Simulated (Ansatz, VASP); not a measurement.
# One calculation of C11O, two programs

```
C O
1.0
     3.64732    0.00000    0.00000
    -1.66588    3.93102    0.00000
     0.00000    0.00000   23.58096
C O
11 1
Direct
  0.50018 0.33339 0.16963
  0.49982 0.66661 0.16963
  0.50018 0.83339 0.22189
  0.49982 0.16661 0.22189
  0.50002 0.33532 0.27414
  0.49998 0.66468 0.27414
  0.50013 0.83665 0.32662
  0.49987 0.16335 0.32662
  0.49976 0.35443 0.37450
  0.50024 0.64557 0.37450
  0.99976 0.10443 0.57593
  0.99976 0.10443 0.52716
```

Alike in both runs: task single point; functional PBE; dispersion D3(BJ); k mesh 8 × 7 × 1; occupations gaussian, width 0.05 eV; no spin polarisation.

```csv
,VASP,Ansatz
version,VASP 6.6.1,Ansatz 0.2.0
potentials or method,"VASP PAW PBE potentials, release 64 (C, O), cutoff 520 eV","scalar-relativistic, plane waves, PAW"
valence electrons in the cell,50,50
```

|  | VASP | Ansatz | Ansatz less VASP |
| --- | --- | --- | --- |
| gap on the k mesh at the Fermi level (eV) | none | none | - |
| rms of the force components (eV/Å) | 1.633 | 1.669 | +0.0364 |

A gap of «none» marks a metal or a gap that the smearing closes.

Noted on VASP's run: the standard files for N, O and F lose accuracy on very short bonds.
